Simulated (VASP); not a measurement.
# HfC (Fm-3m) in VASP: further runs, part 2 of 3

VASP 6.6.1. The steps go on from the part before.

## Step 4: Relaxation of cell and atoms, PBE

INCAR reads:

```
SYSTEM = HfC
  PREC = Accurate
  ENCUT = 600
  EDIFF = 1E-7
  ISMEAR = -1
  SIGMA = 0.05
  LREAL = .FALSE.
  LASPH = .TRUE.
  NELM = 100
  ALGO = Normal
  ISIF = 3
  LWAVE = .FALSE.
  LCHARG = .FALSE.
  GGA = PE
  IBRION = 2
  NSW = 80
  EDIFFG = -0.02
```

KPOINTS reads:

```
Automatic mesh
0
G
  7 7 7
  0 0 0
```

POSCAR reads:

```
HfC
1.0
    0.0000000000      2.3250000000      2.3250000000
    2.3250000000      0.0000000000      2.3250000000
    2.3250000000      2.3250000000      0.0000000000
Hf C
1 1
Direct
    0.5000000000      0.5000000000      0.5000000000
    0.0000000000      0.0000000000      0.0000000000
```

Potentials or basis: VASP PAW PBE potentials, release 64 (Hf_pv, C).

On the command line:

```
cat potpaw_PBE.64/Hf_pv/POTCAR potpaw_PBE.64/C/POTCAR > POTCAR
mpirun -np 1 vasp_std > vasp.out
```

OUTCAR:

```text
SYSTEM = HfC
   PREC = Accurate
   ENCUT = 600
   EDIFF = 1E-7
   ISMEAR = -1
   LREAL = .FALSE.
   LASPH = .TRUE.
   NELM = 100
   ISIF = 3
   GGA = PE
   IBRION = 2
   NSW = 80
   EDIFFG = -0.02

 ion  position               nearest neighbor table
   1  0.500  0.500  0.500-   2 2.33   2 2.33   2 2.33   2 2.33   2 2.33   2 2.33
   2  0.000  0.000  0.000-   1 2.33   1 2.33   1 2.33   1 2.33   1 2.33   1 2.33

  LATTYP: Found a face centered cubic cell.
 ALAT       =     4.6500000000

  Lattice vectors:

 A1 = (   0.0000000000,   2.3250000000,   2.3250000000)
 A2 = (   2.3250000000,   0.0000000000,   2.3250000000)
 A3 = (   2.3250000000,   2.3250000000,   0.0000000000)

Analysis of symmetry for initial positions (statically):
=====================================================================
 Subroutine PRICEL returns:
 Original cell was already a primitive cell.

 Routine SETGRP: Setting up the symmetry group for a
 face centered cubic supercell.

 Subroutine GETGRP returns: Found 48 space group operations
 (whereof 48 operations were pure point group operations)
 out of a pool of 48 trial point group operations.

The static configuration has the point symmetry O_h .

Analysis of symmetry for dynamics (positions and initial velocities):
=====================================================================
 Subroutine PRICEL returns:
 Original cell was already a primitive cell.

 Routine SETGRP: Setting up the symmetry group for a
 face centered cubic supercell.

 Subroutine GETGRP returns: Found 48 space group operations
 (whereof 48 operations were pure point group operations)
 out of a pool of 48 trial point group operations.

The dynamic configuration has the point symmetry O_h .

 Subroutine INISYM returns: Found 48 space group operations
 (whereof 48 operations are pure point group operations),
 and found     1 'primitive' translations

----------------------------------------------------------------------------------------

                                     Primitive cell

  volume of cell :      25.1362

  direct lattice vectors                    reciprocal lattice vectors
     0.000000000  2.325000000  2.325000000    -0.215053763  0.215053763  0.215053763
     2.325000000  0.000000000  2.325000000     0.215053763 -0.215053763  0.215053763
     2.325000000  2.325000000  0.000000000     0.215053763  0.215053763 -0.215053763

  length of vectors
     3.288046533  3.288046533  3.288046533     0.372484045  0.372484045  0.372484045

  position of ions in fractional coordinates (direct lattice)
     0.500000000  0.500000000  0.500000000
     0.000000000  0.000000000  0.000000000

  ion indices of the primitive-cell ions
   primitive index   ion index
                 1           1
                 2           2

----------------------------------------------------------------------------------------

 KPOINTS: Automatic mesh

Automatic generation of k-mesh.
 Grid dimensions read from file:
 generate k-points for:    7    7    7

 Generating k-lattice:

  Cartesian coordinates                     Fractional coordinates (reciprocal lattice)
    -0.030721966  0.030721966  0.030721966     0.142857143  0.000000000  0.000000000
     0.030721966 -0.030721966  0.030721966     0.000000000  0.142857143  0.000000000
     0.030721966  0.030721966 -0.030721966     0.000000000  0.000000000  0.142857143

  Length of vectors
     0.053212006  0.053212006  0.053212006

  Shift w.r.t. Gamma in fractional coordinates (k-lattice)
     0.000000000  0.000000000  0.000000000

 Subroutine IBZKPT returns following result:
 ===========================================

 Found     20 irreducible k-points:

 Following reciprocal coordinates:
            Coordinates               Weight
  0.000000  0.000000  0.000000      1.000000
  0.142857  0.000000  0.000000      8.000000
  0.285714  0.000000  0.000000      8.000000
  0.428571  0.000000  0.000000      8.000000
  0.142857  0.142857  0.000000      6.000000
  0.285714  0.142857  0.000000     24.000000
[... 12 lines left out ...]
 -0.428571  0.428571  0.142857     24.000000
 -0.285714  0.428571  0.142857     24.000000
   k-points           NKPTS =     20   k-points in BZ     NKDIM =     20   number of bands    NBANDS=     11
   number of dos      NEDOS =    301   number of ions     NIONS =      2
   total plane-waves  NPLWV =  21952
   dimension x,y,z NGX =    28 NGY =   28 NGZ =   28
   dimension x,y,z NGXF=    56 NGYF=   56 NGZF=   56
   ions per type =               1   1
   NGX,Y,Z   is equivalent  to a cutoff of  14.16, 14.16, 14.16 a.u.
   NGXF,Y,Z  is equivalent  to a cutoff of  28.31, 28.31, 28.31 a.u.
 SYSTEM =  HfC
   PREC   = accura    normal or accurate (medium, high low for compatibility)
   ISTART =      0    job   : 0-new  1-cont  2-samecut
   ICHARG =      2    charge: 1-file 2-atom 10-const
   ISPIN  =      1    spin polarized calculation?
   LNONCOLLINEAR =      F non collinear calculations
   LSORBIT =      F    spin-orbit coupling
   LASPH  =      T    aspherical Exc in radial PAW
   ENCUT  =  600.0 eV  44.10 Ry    6.64 a.u.   6.57  6.57  6.57*2*pi/ulx,y,z
   NELM   =    100;   NELMIN=  2; NELMDL= -5     # of ELM steps
   EDIFF  = 0.1E-06   stopping-criterion for ELM
   LREAL  =      F    real-space projection
   EDIFFG = -.2E-01   stopping-criterion for IOM
   NSW    =     80    number of steps for IOM
   IBRION =      2    ionic relax: 0-MD 1-quasi-New 2-CG
   NFREE  =      1    steps in history (QN), initial steepest desc. (CG)
   ISIF   =      3    stress and relaxation
   ISYM   =      2    0-nonsym 1-usesym 2-fastsym
   POTIM  = 0.5000    time-step for ionic-motion
   TEBEG  =    0.0;   TEEND  =   0.0 temperature during run
   PSTRESS=    0.0 pullay stress
   NELECT =      14.0000    total number of electrons
   NUPDOWN=      -1.0000    fix difference up-down
   EMIN   =  10.00;   EMAX   =-10.00  energy-range for DOS
   EFERMI =   0.00;   METHOD = LEGACY
   ISMEAR =    -1;   SIGMA  =   0.05  broadening in eV -4-tet -1-fermi 0-gaus
   EFERMI_NEDOS =   21; number of points for ismear=-14 and -15
   IALGO  =     38    algorithm
   IMIX   =      4    mixing-type and parameters
     AMIX     =   0.40;   BMIX     =  1.00
     AMIX_MAG =   1.60;   BMIX_MAG =  1.00
  volume/ion in A,a.u.               =      12.57        84.81
  Fermi-wavevector in a.u.,A,eV,Ry     =   1.346949  2.545365 24.684672  1.814272
  Thomas-Fermi vector in A             =   2.474740
   LORBIT       =      0    0 simple, 1 ext, 2 COOP (PROOUT), +10 PAW based schemes
   GGA     = PE    functional components
   LHFCALC =     F    Hartree Fock is set to
   AEXX    =    0.0000 exact exchange contribution
   IVDW    =     0    specifies the selected vdW correction
   LEPSILON=     F    determine dielectric tensor
   LRPA    =     F    only Hartree local field effects (RPA)
 conjugate gradient relaxation of ions
 non-spin polarized calculation
  energy-cutoff  :      600.00
  volume of cell :       25.14
 maximum number of plane-waves:       869
 NGX is ok and might be reduce to    28
   NGX = 13   NGY = 13   NGZ = 13

--------------------------------------- Ionic step        1  -------------------------------------------

 number of electron      14.0000000 magnetization

 Free energy of the ion-electron system (eV)
  ---------------------------------------------------
  ext. energy  EPLUGINS =         0.00000000
  ---------------------------------------------------
  free energy    TOTEN  =       -21.04091247 eV

  energy without entropy =      -21.03635686  energy(sigma->0) =      -21.03863466

------------------------ aborting loop because EDIFF is reached ----------------------------------------

  FORCE on cell =-STRESS in cart. coord.  units (eV):
  Direction    XX          YY          ZZ          XY          YZ          ZX
  --------------------------------------------------------------------------------------
  -------------------------------------------------------------------------------------
  Total       -0.0727004     -0.0727004     -0.0727004     -0.0000000      0.0000000      0.0000000
  in kB       -4.6339207     -4.6339207     -4.6339207     -0.0000000      0.0000000      0.0000000
  external PRESSURE =      -4.6339207 kB  Pullay stress =       0.0000000 kB
[... 57 lines left out ...]
  energy  without entropy=      -21.0361906134  energy(sigma->0) =      -21.03848680

--------------------------------------- Ionic step        3  -------------------------------------------

 number of electron      14.0000000 magnetization

 Free energy of the ion-electron system (eV)
  ---------------------------------------------------
  ext. energy  EPLUGINS =         0.00000000
  ---------------------------------------------------
  free energy    TOTEN  =       -21.04098603 eV

  energy without entropy =      -21.03641665  energy(sigma->0) =      -21.03870134

 E-fermi :   5.8558     XC(G=0): -12.2944

 val. band max:        5.8485407943   @ k =   0.1429   0.1429   0.0000
 cond. band min:       6.4087632824   @ k =  -0.4286   0.4286   0.0000
 fundamental gap:      0.5602224881
 Fermi energy:         5.8557911990

 k-point     1 :       0.0000    0.0000    0.0000
  band No.  band energies     occupation
      1     -23.5954      2.00000
      2     -23.5954      2.00000
      3     -23.5954      2.00000
      4      -6.3483      2.00000
      5       6.9742      0.00000
      6       6.9742      0.00000
      7       6.9742      0.00000
      8       7.3598      0.00000
      9       7.3598      0.00000
     10       7.3598      0.00000
     11       9.3649      0.00000
[... 293 lines left out ...]
  FREE ENERGIE OF THE ION-ELECTRON SYSTEM (eV)
  ---------------------------------------------------
  free  energy   TOTEN  =       -21.0409860330 eV

  energy  without entropy=      -21.0364166459  energy(sigma->0) =      -21.03870134

 reached required accuracy - stopping structural energy minimisation
```

OSZICAR:

```text
N       E                     dE             d eps       ncg     rms          rms(c)
DAV:   1     0.223790389080E+02    0.22379E+02   -0.86948E+03   440   0.139E+03
DAV:   2    -0.224438997570E+02   -0.44823E+02   -0.42213E+02   573   0.222E+02
DAV:   3    -0.242007596361E+02   -0.17569E+01   -0.17252E+01   568   0.318E+01
[... 24 lines left out ...]
DAV:   3    -0.210409884988E+02    0.11913E-03   -0.36037E-04   446   0.172E-01    0.113E-01
DAV:   4    -0.210409896207E+02   -0.11219E-05   -0.53275E-06   520   0.243E-02    0.134E-01
DAV:   5    -0.210409867270E+02    0.28938E-05   -0.20658E-06   497   0.121E-02    0.222E-02
DAV:   6    -0.210409860456E+02    0.68140E-06   -0.68037E-07   495   0.515E-03    0.526E-03
DAV:   7    -0.210409860330E+02    0.12566E-07   -0.16353E-08   238   0.129E-03
   3 F= -.21040986E+02 E0= -.21038701E+02  d E =-.735673E-04
```

CONTCAR:

```text
HfC
   1.00000000000000
    -0.0000000000000000    2.3234531322639569    2.3234531322639569
     2.3234531322639569    0.0000000000000000    2.3234531322639569
     2.3234531322639569    2.3234531322639569   -0.0000000000000000
  Hf              C
     1     1
Direct
     0.5000000000000000    0.5000000000000000    0.5000000000000000
     0.0000000000000000    0.0000000000000000    0.0000000000000000

  0.00000000E+00  0.00000000E+00  0.00000000E+00
  0.00000000E+00  0.00000000E+00  0.00000000E+00
```

Run time: 27 s. Hardware: 1 thread of Intel Xeon Platinum 8259CL at 2.50GHz (Skylake/Cascade Lake), shared host; peak memory 0.16 GiB.

What came out:

```
Free energy                            : -21.0410 eV
Relaxed volume                         : 12.54 Å³/atom
Relaxed cell                           : a = 3.286 Å, b = 3.286 Å, c = 3.286 Å, α = 60.00°, β = 60.00°, γ = 60.00°
Space group after relaxing (to 0.05 Å) : Fm-3m (No. 225)
Energy gained by relaxing              : 0.0 meV/atom
Ionic steps                            : 3
Pressure after relaxing                : 0.0 GPa
Band gap on the k mesh                 : zero (band 7 reaches 6.97 eV, above the bottom of band 8 at 5.55 eV)
```

Final structure:
```
Hf C
1.0
     0.00000    2.32345    2.32345
     2.32345    0.00000    2.32345
     2.32345    2.32345    0.00000
Hf C
1 1
Direct
  0.50000 0.50000 0.50000
  0.00000 0.00000 0.00000
```

Caveat: spin-orbit coupling is left out, which moves the levels of the heavy elements.

## Step 5: Relaxation of cell and atoms, PBE

INCAR reads:

```
SYSTEM = HfC
ALGO = Normal
EDIFF = 1E-7
EDIFFG = -0.02
ENCUT = 600
GGA = PE
IBRION = 2
ISIF = 3
ISMEAR = -1
LASPH = .TRUE.
LCHARG = .FALSE.
LREAL = .FALSE.
LWAVE = .FALSE.
NELM = 80
NSW = 80
PREC = Accurate
SIGMA = 0.05
```

KPOINTS reads:

```
k-points
0
G
  10 10 10
  0 0 0
```

POSCAR is that of step 4.

Potentials or basis: VASP PAW PBE potentials, release 64 (Hf_pv, C).

On the command line:

```
cat potpaw_PBE.64/Hf_pv/POTCAR potpaw_PBE.64/C/POTCAR > POTCAR
mpirun -np 1 vasp_std > vasp.out
```

OUTCAR:

```text
SYSTEM = HfC
   EDIFF = 1E-7
   EDIFFG = -0.02
   ENCUT = 600
   GGA = PE
   IBRION = 2
   ISIF = 3
   ISMEAR = -1
   LASPH = .TRUE.
   LREAL = .FALSE.
   NELM = 80
   NSW = 80
   PREC = Accurate

 ion  position               nearest neighbor table
   1  0.500  0.500  0.500-   2 2.33   2 2.33   2 2.33   2 2.33   2 2.33   2 2.33
   2  0.000  0.000  0.000-   1 2.33   1 2.33   1 2.33   1 2.33   1 2.33   1 2.33

  LATTYP: Found a face centered cubic cell.
 ALAT       =     4.6500000000

  Lattice vectors:

 A1 = (   0.0000000000,   2.3250000000,   2.3250000000)
 A2 = (   2.3250000000,   0.0000000000,   2.3250000000)
 A3 = (   2.3250000000,   2.3250000000,   0.0000000000)

Analysis of symmetry for initial positions (statically):
=====================================================================
 Subroutine PRICEL returns:
 Original cell was already a primitive cell.

 Routine SETGRP: Setting up the symmetry group for a
 face centered cubic supercell.

 Subroutine GETGRP returns: Found 48 space group operations
 (whereof 48 operations were pure point group operations)
 out of a pool of 48 trial point group operations.

The static configuration has the point symmetry O_h .

Analysis of symmetry for dynamics (positions and initial velocities):
[... 168 lines left out ...]
  Total       -0.0781323     -0.0781323     -0.0781323      0.0000000      0.0000000     -0.0000000
  in kB       -4.9801494     -4.9801494     -4.9801494      0.0000000      0.0000000     -0.0000000
  external PRESSURE =      -4.9801494 kB  Pullay stress =       0.0000000 kB
[... 59 lines left out ...]
--------------------------------------- Ionic step        3  -------------------------------------------

 number of electron      14.0000000 magnetization

 Free energy of the ion-electron system (eV)
  ---------------------------------------------------
  ext. energy  EPLUGINS =         0.00000000
  ---------------------------------------------------
  free energy    TOTEN  =       -21.04550299 eV

  energy without entropy =      -21.04271616  energy(sigma->0) =      -21.04410958

 E-fermi :   5.9971     XC(G=0): -12.2958

 val. band max:        5.9818790983   @ k =   0.1000   0.0000   0.0000
 cond. band min:       6.1216538966   @ k =   0.1000   0.1000   0.0000
 fundamental gap:      0.1397747983
 Fermi energy:         5.9970526909

 k-point     1 :       0.0000    0.0000    0.0000
  band No.  band energies     occupation
      1     -23.5916      2.00000
      2     -23.5916      2.00000
      3     -23.5916      2.00000
      4      -6.3514      2.00000
      5       6.9695      0.00000
      6       6.9695      0.00000
      7       6.9695      0.00000
      8       7.3618      0.00000
      9       7.3618      0.00000
     10       7.3618      0.00000
     11       9.3671      0.00000
[... 309 lines left out ...]
 k-point    24 :       0.4000    0.3000    0.0000
  band No.  band energies     occupation
      1     -24.0855      2.00000
      2     -23.7902      2.00000
      3     -23.7694      2.00000
      4      -4.2635      2.00000
      5       2.2500      2.00000
      6       4.1649      2.00000
      7       5.2570      2.00000
      8       6.1815      0.04878
      9      11.3465      0.00000
     10      12.3683      0.00000
     11      12.4972      0.00000

 [... further k-points ...]
[... 5 lines left out ...]
  --------------------------------------------------------------------------------------
  -------------------------------------------------------------------------------------
  Total        0.0015675      0.0015675      0.0015675     -0.0000000      0.0000000     -0.0000000
  in kB        0.1001287      0.1001287      0.1001287     -0.0000000      0.0000000     -0.0000000
  external PRESSURE =       0.1001287 kB  Pullay stress =       0.0000000 kB
[... 17 lines left out ...]
  FREE ENERGIE OF THE ION-ELECTRON SYSTEM (eV)
  ---------------------------------------------------
  free  energy   TOTEN  =       -21.0455029912 eV

  energy  without entropy=      -21.0427161627  energy(sigma->0) =      -21.04410958

 reached required accuracy - stopping structural energy minimisation
```

OSZICAR:

```text
N       E                     dE             d eps       ncg     rms          rms(c)
DAV:   1     0.260977732778E+02    0.26098E+02   -0.89787E+03  1034   0.140E+03
DAV:   2    -0.223043680264E+02   -0.48402E+02   -0.45322E+02  1326   0.228E+02
DAV:   3    -0.242080294893E+02   -0.19037E+01   -0.18809E+01  1360   0.337E+01
DAV:   4    -0.242263221443E+02   -0.18293E-01   -0.18271E-01  1246   0.343E+00
[... 23 lines left out ...]
DAV:   3    -0.210455056975E+02    0.13775E-03   -0.41866E-04  1052   0.185E-01    0.123E-01
DAV:   4    -0.210455069869E+02   -0.12894E-05   -0.60976E-06  1266   0.262E-02    0.146E-01
DAV:   5    -0.210455036744E+02    0.33125E-05   -0.24956E-06  1217   0.133E-02    0.215E-02
DAV:   6    -0.210455030027E+02    0.67174E-06   -0.71126E-07  1161   0.522E-03    0.556E-03
DAV:   7    -0.210455029912E+02    0.11456E-07   -0.17227E-08   529   0.132E-03
   3 F= -.21045503E+02 E0= -.21044110E+02  d E =-.846987E-04
```

CONTCAR:

```text
HfC
   1.00000000000000
     0.0000000000000000    2.3233395795990548    2.3233395795990548
     2.3233395795990548    0.0000000000000000    2.3233395795990548
     2.3233395795990548    2.3233395795990548    0.0000000000000000
  Hf              C
     1     1
Direct
     0.5000000000000000    0.5000000000000000    0.5000000000000000
     0.0000000000000000    0.0000000000000000    0.0000000000000000

  0.00000000E+00  0.00000000E+00  0.00000000E+00
  0.00000000E+00  0.00000000E+00  0.00000000E+00
```

Run time: 42 s. Hardware: 1 thread of Intel Xeon Platinum 8259CL at 2.50GHz (Skylake/Cascade Lake), shared host; peak memory 0.17 GiB.

Results:

* Free energy: -21.0455 eV
* Relaxed volume: 12.54 Å³/atom
* Relaxed cell: a = 3.286 Å, b = 3.286 Å, c = 3.286 Å, α = 60.00°, β = 60.00°, γ = 60.00°
* Space group after relaxing (to 0.05 Å): Fm-3m (No. 225)
* Energy gained by relaxing: 0.0 meV/atom
* Ionic steps: 3
* Pressure after relaxing: 0.0 GPa
* Band gap on the k mesh: zero (band 7 reaches 6.97 eV, above the bottom of band 8 at 5.56 eV)

Final structure:
```cif
data_structure
_symmetry_space_group_name_H-M 'P 1'
_symmetry_Int_Tables_number 1
_cell_length_a 3.2857
_cell_length_b 3.2857
_cell_length_c 3.2857
_cell_angle_alpha 60.000
_cell_angle_beta 60.000
_cell_angle_gamma 60.000
_cell_volume 25.08
loop_
_atom_site_label
_atom_site_type_symbol
_atom_site_fract_x
_atom_site_fract_y
_atom_site_fract_z
_atom_site_occupancy
Hf1 Hf 0.50000 0.50000 0.50000 1
C1 C 0.00000 0.00000 0.00000 1
```

Levels at points of the mesh, in eV from the Fermi level:
| k point | band 5 | band 6 | band 7 | band 8 | band 9 | band 10 |
| --- | --- | --- | --- | --- | --- | --- |
| (0.00, 0.00, 0.00) | 0.97 | 0.97 | 0.97 | 1.36 | 1.36 | 1.36 |
| (0.50, 0.00, 0.00) | -6.18 | -3.02 | -3.02 | 5.30 | 5.30 | 5.77 |
| (0.50, 0.50, 0.00) | -2.61 | -1.81 | -0.12 | -0.12 | 5.29 | 6.72 |

Caveat: spin-orbit coupling is left out, which moves the levels of the heavy elements.

(Part 2 of 3 ends here.)
